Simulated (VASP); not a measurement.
# Ge2Sb2Te5 (P-3m1) in VASP: single point with r2SCAN

Aim: the single point of Ge2Sb2Te5 with r2SCAN.

Everything below comes from runs of VASP 6.6.1. Logs are shortened: lines on timing, memory, paths and dates and some standing lists are left out, and cuts for length are marked.

### 1 The cell of the first run

Symmetry: P-3m1, No. 164, trigonal system. The conventional cell has a = 4.269 Å, b = 4.269 Å, c = 17.576 Å, α = 90.00°, β = 90.00°, γ = 120.00°. Ge (site symmetry 3m) has 6 Te at 2.98 to 3.01 Å within 3.9 Å. Within 3.9 Å of Sb (site symmetry 3m) lie 6 Te at 2.99 to 3.19 Å. Te (site symmetry -3m) has 6 Ge at 3.01 Å within 4.0 Å. Within 3.9 Å of Te (site symmetry 3m) lie 3 Ge at 2.98 Å and 3 Sb at 3.19 Å. Te (site symmetry 3m) has 3 Sb at 2.99 Å within 3.9 Å.

### 2 Single point, r2SCAN

Input file POSCAR:

```
Ge2Sb2Te5
1.0
    4.2685537692      0.0000000000      0.0000000000
   -2.1342768846      3.6966760016      0.0000000000
    0.0000000000      0.0000000000     17.5763642935
Ge Sb Te
2 2 5
Direct
    0.3333333333      0.6666666667      0.9020578865
    0.6666666667      0.3333333333      0.0979421135
    0.0000000000      0.0000000000      0.6910666838
    0.0000000000      0.0000000000      0.3089333162
    0.0000000000      0.0000000000      0.0000000000
    0.6666666667      0.3333333333      0.8065224490
    0.3333333333      0.6666666667      0.1934775510
    0.3333333333      0.6666666667      0.5942650550
    0.6666666667      0.3333333333      0.4057349450
```

Input file INCAR.step1:

```
SYSTEM = Ge2Sb2Te5
ALGO     = Normal         ! electronic algorithm
EDIFF    = 1E-4           ! SCF threshold, eV
ENCUT    = 520            ! plane-wave cutoff, eV
GGA      = PE             ! functional
ISMEAR   = 0              ! smearing method
KPAR     = 4            
LASPH    = .True.         ! aspherical terms in the spheres
LCHARG   = .False.        ! write CHGCAR
LREAL    = .False.        ! projectors in reciprocal space
LWAVE    = .True.         ! write WAVECAR
NBANDS   = 44             ! bands
NELM     = 60             ! most SCF steps
PREC     = Accurate       ! precision mode
SIGMA    = 0.01           ! smearing width, eV
```

Input file INCAR.step2:

```
SYSTEM = Ge2Sb2Te5
ALGO     = Normal         ! electronic algorithm
EDIFF    = 1E-6           ! SCF threshold, eV
ENCUT    = 520            ! plane-wave cutoff, eV
ISIF     = 2              ! what is computed and relaxed
ISMEAR   = 0              ! smearing method
ISTART   = 1            
KPAR     = 4            
LASPH    = .True.         ! aspherical terms in the spheres
LCHARG   = .True.         ! write CHGCAR
LMIXTAU  = .True.       
LREAL    = .False.        ! projectors in reciprocal space
LVHAR    = .True.       
LWAVE    = .False.        ! write WAVECAR
METAGGA  = R2SCAN         ! meta-GGA
NBANDS   = 44             ! bands
NELM     = 60             ! most SCF steps
PREC     = Accurate       ! precision mode
SIGMA    = 0.01           ! smearing width, eV
```

Input file KPOINTS:

```
k-points
0
Gamma
  12 12 4
  0 0 0
```

Potentials or basis: VASP PAW PBE potentials, release 64 (Ge_d, Sb, Te).

The run is started by

```sh
$ cat potpaw_PBE.64/Ge_d/POTCAR potpaw_PBE.64/Sb/POTCAR potpaw_PBE.64/Te/POTCAR > POTCAR
$ cp INCAR.step1 INCAR
$ mpirun -np 4 vasp_std > vasp.out
$ cp INCAR.step2 INCAR
$ mpirun -np 4 vasp_std > vasp.out
```

OUTCAR:

```text
SYSTEM = Ge2Sb2Te5
   EDIFF = 1E-6
   ENCUT = 520
   ISIF = 2
   ISMEAR = 0
   ISTART = 1
   LASPH = .True.
   LREAL = .False.
   METAGGA = R2SCAN
   NELM = 60
   PREC = Accurate

 ion  position               nearest neighbor table
   1  0.333  0.667  0.902-   6 2.98   6 2.98   6 2.98   5 3.01   5 3.01   5 3.01
   2  0.667  0.333  0.098-   7 2.98   7 2.98   7 2.98   5 3.01   5 3.01   5 3.01
   3  0.000  0.000  0.691-   8 2.99   8 2.99   8 2.99   6 3.19   6 3.19   6 3.19
   4  0.000  0.000  0.309-   9 2.99   9 2.99   9 2.99   7 3.19   7 3.19   7 3.19
   5  0.000  0.000  0.000-   1 3.01   2 3.01   2 3.01   1 3.01   2 3.01   1 3.01
   6  0.667  0.333  0.807-   1 2.98   1 2.98   1 2.98   3 3.19   3 3.19   3 3.19
   7  0.333  0.667  0.193-   2 2.98   2 2.98   2 2.98   4 3.19   4 3.19   4 3.19
   8  0.333  0.667  0.594-   3 2.99   3 2.99   3 2.99
   9  0.667  0.333  0.406-   4 2.99   4 2.99   4 2.99

  LATTYP: Found a hexagonal cell.
 ALAT       =     4.2685537692
 C/A-ratio  =     4.1176391921

  Lattice vectors:

 A1 = (   4.2685537692,   0.0000000000,   0.0000000000)
 A2 = (  -2.1342768846,   3.6966760016,   0.0000000000)
 A3 = (   0.0000000000,   0.0000000000,  17.5763642935)

Analysis of symmetry for initial positions (statically):
=====================================================================
 Subroutine PRICEL returns:
 Original cell was already a primitive cell.

 Routine SETGRP: Setting up the symmetry group for a
 hexagonal supercell.

 Subroutine GETGRP returns: Found 12 space group operations
 (whereof 12 operations were pure point group operations)
 out of a pool of 24 trial point group operations.

The static configuration has the point symmetry D_3d.

Analysis of symmetry for dynamics (positions and initial velocities):
=====================================================================
 Subroutine PRICEL returns:
 Original cell was already a primitive cell.

 Routine SETGRP: Setting up the symmetry group for a
 hexagonal supercell.

 Subroutine GETGRP returns: Found 12 space group operations
 (whereof 12 operations were pure point group operations)
 out of a pool of 24 trial point group operations.

The dynamic configuration has the point symmetry D_3d.

 Subroutine INISYM returns: Found 12 space group operations
 (whereof 12 operations are pure point group operations),
 and found     1 'primitive' translations

----------------------------------------------------------------------------------------

                                     Primitive cell

  volume of cell :     277.3455

  direct lattice vectors                    reciprocal lattice vectors
     4.268553769  0.000000000  0.000000000     0.234271384  0.135256647  0.000000000
    -2.134276885  3.696676002  0.000000000     0.000000000  0.270513293  0.000000000
     0.000000000  0.000000000 17.576364293     0.000000000  0.000000000  0.056894588

  length of vectors
     4.268553769  4.268553769 17.576364293     0.270513293  0.270513293  0.056894588

  position of ions in fractional coordinates (direct lattice)
     0.333333333  0.666666667  0.902057887
     0.666666667  0.333333333  0.097942113
     0.000000000  0.000000000  0.691066684
     0.000000000  0.000000000  0.308933316
     0.000000000  0.000000000  0.000000000
     0.666666667  0.333333333  0.806522449
     0.333333333  0.666666667  0.193477551
     0.333333333  0.666666667  0.594265055
     0.666666667  0.333333333  0.405734945

  ion indices of the primitive-cell ions
   primitive index   ion index
                 1           1
                 2           2
                 3           3
                 4           4
                 5           5
                 6           6
                 7           7
                 8           8
                 9           9

----------------------------------------------------------------------------------------

 KPOINTS: k-points

Automatic generation of k-mesh.
 Grid dimensions read from file:
 generate k-points for:   12   12    4

 Generating k-lattice:

  Cartesian coordinates                     Fractional coordinates (reciprocal lattice)
     0.019522615  0.011271387  0.000000000     0.083333333  0.000000000  0.000000000
     0.000000000  0.022542774  0.000000000     0.000000000  0.083333333  0.000000000
     0.000000000  0.000000000  0.014223647     0.000000000  0.000000000  0.250000000

  Length of vectors
     0.022542774  0.022542774  0.014223647

  Shift w.r.t. Gamma in fractional coordinates (k-lattice)
     0.000000000  0.000000000  0.000000000

 Subroutine IBZKPT returns following result:
 ===========================================

 Found     69 irreducible k-points:

 Following reciprocal coordinates:
            Coordinates               Weight
  0.000000  0.000000  0.000000      1.000000
  0.083333  0.000000  0.000000      6.000000
  0.166667  0.000000  0.000000      6.000000
  0.250000  0.000000  0.000000      6.000000
  0.333333  0.000000  0.000000      6.000000
  0.416667 -0.000000  0.000000      6.000000
[... 16 lines left out ...]
  0.166667  0.000000  0.250000      6.000000
  0.000000  0.166667  0.250000      6.000000
 [... further k-points ...]
   k-points           NKPTS =     69   k-points in BZ     NKDIM =     69   number of bands    NBANDS=     44
   number of dos      NEDOS =    301   number of ions     NIONS =      9
   total plane-waves  NPLWV = 143360
   dimension x,y,z NGX =    32 NGY =   32 NGZ =  140
   dimension x,y,z NGXF=    64 NGYF=   64 NGZF=  280
   ions per type =               2   2   5
   NGX,Y,Z   is equivalent  to a cutoff of  12.46, 12.46, 13.24 a.u.
   NGXF,Y,Z  is equivalent  to a cutoff of  24.93, 24.93, 26.48 a.u.
 SYSTEM =  Ge2Sb2Te5
   PREC   = accura    normal or accurate (medium, high low for compatibility)
   ISTART =      1    job   : 0-new  1-cont  2-samecut
   ICHARG =      0    charge: 1-file 2-atom 10-const
   ISPIN  =      1    spin polarized calculation?
   LNONCOLLINEAR =      F non collinear calculations
   LSORBIT =      F    spin-orbit coupling
   LASPH  =      T    aspherical Exc in radial PAW
   ENCUT  =  520.0 eV  38.22 Ry    6.18 a.u.   7.94  7.94 32.68*2*pi/ulx,y,z
   NELM   =     60;   NELMIN=  2; NELMDL=  0     # of ELM steps
   EDIFF  = 0.1E-05   stopping-criterion for ELM
   LREAL  =      F    real-space projection
   EDIFFG = 0.1E-04   stopping-criterion for IOM
   NSW    =      0    number of steps for IOM
   IBRION =     -1    ionic relax: 0-MD 1-quasi-New 2-CG
   NFREE  =      0    steps in history (QN), initial steepest desc. (CG)
   ISIF   =      2    stress and relaxation
   ISYM   =      2    0-nonsym 1-usesym 2-fastsym
   POTIM  = 0.5000    time-step for ionic-motion
   TEBEG  =    0.0;   TEEND  =   0.0 temperature during run
   PSTRESS=    0.0 pullay stress
   NELECT =      68.0000    total number of electrons
   NUPDOWN=      -1.0000    fix difference up-down
   EMIN   =  10.00;   EMAX   =-10.00  energy-range for DOS
   EFERMI =   0.00;   METHOD = LEGACY
   ISMEAR =     0;   SIGMA  =   0.01  broadening in eV -4-tet -1-fermi 0-gaus
   EFERMI_NEDOS =   21; number of points for ismear=-14 and -15
   IALGO  =     38    algorithm
   IMIX   =      4    mixing-type and parameters
     AMIX     =   0.40;   BMIX     =  1.00
     AMIX_MAG =   1.60;   BMIX_MAG =  1.00
  volume/ion in A,a.u.               =      30.82       207.96
  Fermi-wavevector in a.u.,A,eV,Ry     =   1.024639  1.936286 14.284544  1.049884
  Thomas-Fermi vector in A             =   2.158436
   LORBIT       =      0    0 simple, 1 ext, 2 COOP (PROOUT), +10 PAW based schemes
   METAGGA = R2SCAN    functional components
   LHFCALC =     F    Hartree Fock is set to
   AEXX    =    0.0000 exact exchange contribution
   IVDW    =     0    specifies the selected vdW correction
   LEPSILON=     F    determine dielectric tensor
   LRPA    =     F    only Hartree local field effects (RPA)
 non-spin polarized calculation
 Gauss-broadening in eV      SIGMA  =   0.01
  energy-cutoff  :      520.00
  volume of cell :      277.35
 maximum number of plane-waves:      7524
   NGX = 15   NGY = 15   NGZ = 65

 number of electron      68.0000003 magnetization

 Free energy of the ion-electron system (eV)
  ---------------------------------------------------
  ext. energy  EPLUGINS =         0.00000000
  ---------------------------------------------------
  free energy    TOTEN  =      -206.91816426 eV

  energy without entropy =     -206.91816426  energy(sigma->0) =     -206.91816426

 E-fermi :   5.8240     XC(G=0):  -9.8213

 val. band max:        5.7809082192   @ k =   0.0000   0.0000   0.0000
 cond. band min:       6.3293357426   @ k =   0.0000   0.0000   0.0000
 fundamental gap:      0.5484275234
 Fermi energy:         5.8239781022

 k-point     1 :       0.0000    0.0000    0.0000
  band No.  band energies     occupation
      1     -19.7367      2.00000
      2     -19.7366      2.00000
      3     -19.7359      2.00000
      4     -19.7358      2.00000
      5     -19.7284      2.00000
      6     -19.7282      2.00000
[... 36 lines left out ...]
     43       7.8593      0.00000
     44       8.9234      0.00000

 k-point     2 :       0.0833    0.0000    0.0000
  band No.  band energies     occupation
      1     -19.7369      2.00000
      2     -19.7366      2.00000
      3     -19.7360      2.00000
      4     -19.7358      2.00000
      5     -19.7283      2.00000
      6     -19.7281      2.00000
[... 36 lines left out ...]
     43       8.0457      0.00000
     44       8.9972      0.00000

 k-point     3 :       0.1667    0.0000    0.0000
  band No.  band energies     occupation
      1     -19.7376      2.00000
      2     -19.7365      2.00000
      3     -19.7364      2.00000
      4     -19.7355      2.00000
      5     -19.7282      2.00000
      6     -19.7279      2.00000
[... 976 lines left out ...]
     43       8.7429      0.00000
     44       9.3046      0.00000

 k-point    24 :       0.0000    0.1667    0.2500
  band No.  band energies     occupation
      1     -19.7376      2.00000
      2     -19.7365      2.00000
      3     -19.7364      2.00000
      4     -19.7355      2.00000
      5     -19.7281      2.00000
      6     -19.7279      2.00000
[... 36 lines left out ...]
     43       8.7713      0.00000
     44       9.3275      0.00000

 [... further k-points ...]

------------------------ aborting loop because EDIFF is reached ----------------------------------------

  FORCE on cell =-STRESS in cart. coord.  units (eV):
  Direction    XX          YY          ZZ          XY          YZ          ZX
  --------------------------------------------------------------------------------------
  -------------------------------------------------------------------------------------
  Total       -0.0751152     -0.0751152     -0.0806281      0.0000000      0.0000000      0.0000000
  in kB       -0.4339274     -0.4339274     -0.4657748      0.0000000      0.0000000      0.0000000
  external PRESSURE =      -0.4445432 kB  Pullay stress =       0.0000000 kB

 VOLUME and BASIS-vectors are now :
 -----------------------------------------------------------------------------
  energy-cutoff  :      520.00
  volume of cell :      277.35
      direct lattice vectors                 reciprocal lattice vectors
     4.268553769  0.000000000  0.000000000     0.234271384  0.135256647  0.000000000
    -2.134276885  3.696676002  0.000000000     0.000000000  0.270513293  0.000000000
     0.000000000  0.000000000 17.576364293     0.000000000  0.000000000  0.056894588

 POSITION                                       TOTAL-FORCE (eV/Angst)
 -----------------------------------------------------------------------------------
     -0.00000      2.46445     15.85490         0.000000     -0.000000     -0.000327
      2.13428      1.23223      1.72147        -0.000000      0.000000      0.000327
      0.00000      0.00000     12.14644         0.000000     -0.000000      0.023116
      0.00000      0.00000      5.42992         0.000000      0.000000     -0.023116
      0.00000      0.00000      0.00000         0.000000      0.000000     -0.000000
      2.13428      1.23223     14.17573         0.000000      0.000000     -0.008704
     -0.00000      2.46445      3.40063         0.000000     -0.000000      0.008704
     -0.00000      2.46445     10.44502         0.000000      0.000000     -0.013598
      2.13428      1.23223      7.13135         0.000000     -0.000000      0.013598
 -----------------------------------------------------------------------------------
    total drift:                               -0.000000      0.000000      0.000000

  FREE ENERGIE OF THE ION-ELECTRON SYSTEM (eV)
  ---------------------------------------------------
  free  energy   TOTEN  =      -206.9181642572 eV

  energy  without entropy=     -206.9181642572  energy(sigma->0) =     -206.91816426
```

It took 35 min on 4 MPI ranks of Oxide Virtual Turin-like, shared host; peak memory 0.9 GiB.

Results:

```yaml
Free_energy: -206.9182 eV
Pressure: 0.0 GPa
Largest_force: 0.023 eV/Å
Band_gap_on_the_k_mesh: 0.55 eV
```

Forces in eV/Å, atoms in the order of the input:
```
Ge   0.000  0.000  0.000
Ge   0.000  0.000  0.000
Sb   0.000  0.000  0.023
Sb   0.000  0.000 -0.023
Te   0.000  0.000  0.000
Te   0.000  0.000 -0.009
Te   0.000  0.000  0.009
Te   0.000  0.000 -0.014
Te   0.000  0.000  0.014
```

Levels at points of the mesh, in eV from the valence-band top:
```
           k point  band 30  band 31  band 32  band 33  band 34  band 35  band 36  band 37  band 38  band 39
(0.00, 0.00, 0.00)    -1.27    -1.27    -0.83    -0.60     0.00     0.55     0.55     0.74     1.08     1.08
(0.50, 0.00, 0.00)    -2.12    -1.57    -1.43    -1.36    -0.65     0.80     1.16     1.19     1.68     1.76
(0.00, 0.00, 0.50)    -1.30    -1.30    -1.18    -0.36    -0.11     0.64     0.64     0.83     0.93     0.93
(0.50, 0.00, 0.50)    -2.25    -1.89    -1.62    -1.33    -0.50     0.72     0.94     1.67     1.91     2.12
```

Caveat: the PAW data sets were made with another functional, which shifts forces and pressure a little; spin-orbit coupling is left out, which moves the levels of the heavy elements.
